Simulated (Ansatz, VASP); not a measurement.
**TePt3: VASP beside Ansatz**

The input INCAR:

```
SYSTEM = TePt3
PREC = Accurate
ENCUT = 600
EDIFF = 1E-6
ISMEAR = 0
SIGMA = 0.1
LREAL = .FALSE.
LASPH = .TRUE.
NELM = 60
ALGO = Fast
ISIF = 3
LWAVE = .FALSE.
LCHARG = .FALSE.
GGA = PE
IBRION = 2
NSW = 90
EDIFFG = -0.04
```

File KPOINTS:

```
Automatic mesh
0
G
  6 6 4
  0 0 0
```

POSCAR

```
TePt3
1.0
    5.6376018427      0.0000000000      0.0000000000
   -2.8188009214      4.8823064122      0.0000000000
    0.0000000000      0.0000000000      5.1183550409
Te Pt
2 6
Direct
    0.3333333333      0.6666666667      0.2500000000
    0.6666666667      0.3333333333      0.7500000000
    0.8356576120      0.6713152239      0.2500000000
    0.1643423880      0.8356576120      0.7500000000
    0.3286847761      0.1643423880      0.2500000000
    0.1643423880      0.3286847761      0.7500000000
    0.8356576120      0.1643423880      0.2500000000
    0.6713152239      0.8356576120      0.7500000000
```

Input for Ansatz:

```yaml
crystal:
  lattice:
    - [5.6376018427, 0.0, 0.0]
    - [-2.8188009214, 4.8823064122, 0.0]
    - [0.0, 0.0, 5.1183550409]
  atoms:
    - { symbol: Te, position: [0.3333333333, 0.6666666667, 0.25] }
    - { symbol: Te, position: [0.6666666667, 0.3333333333, 0.75] }
    - { symbol: Pt, position: [0.835657612, 0.6713152239, 0.25] }
    - { symbol: Pt, position: [0.164342388, 0.835657612, 0.75] }
    - { symbol: Pt, position: [0.3286847761, 0.164342388, 0.25] }
    - { symbol: Pt, position: [0.164342388, 0.3286847761, 0.75] }
    - { symbol: Pt, position: [0.835657612, 0.164342388, 0.25] }
    - { symbol: Pt, position: [0.6713152239, 0.835657612, 0.75] }
basis:
  ecutwfc: 420
kpoints:
  mp_grid: { grid: [6, 6, 4] }
hamiltonian:
  xc: pbe
scf:
  occupations: { method: gaussian, width: 0.1 }
  lower_state_search: "off"
output:
  forces: true
  stress: true
  eigenvalues: true
relax:
  adjacent_minimum: "off"
  f_tol: 0.04
  max_steps: 70
  cell: { stress_tol: 0.4 }
```

Alike in both runs: task relaxation of cell and atoms; functional PBE; k mesh 6 × 6 × 4; occupations gaussian, width 0.1 eV; no spin polarisation.

|  | VASP | Ansatz |
| --- | --- | --- |
| version | VASP 6.6.1 | Ansatz 0.2.0 |
| potentials or method | VASP PAW PBE potentials, release 64 (Te, Pt), cutoff 600 eV | scalar-relativistic, plane waves, PAW |
| valence electrons in the cell | 72 | 140 |

```csv
,VASP,Ansatz,Ansatz less VASP
"gap on the k mesh at the Fermi level, each at its own relaxed structure (eV)",none,none,-
relaxed volume (Å³/atom),17.51,17.55,+0.037
relaxed cell length with the largest relative difference (Å),4.939,4.970,+0.0308
```

A gap of «none» marks a metal or a gap that the smearing closes. VASP's potentials hold 72 valence electrons a cell and Ansatz's 140, so a difference there can come from the potentials and not from the codes.

Neither program's run includes spin-orbit coupling.
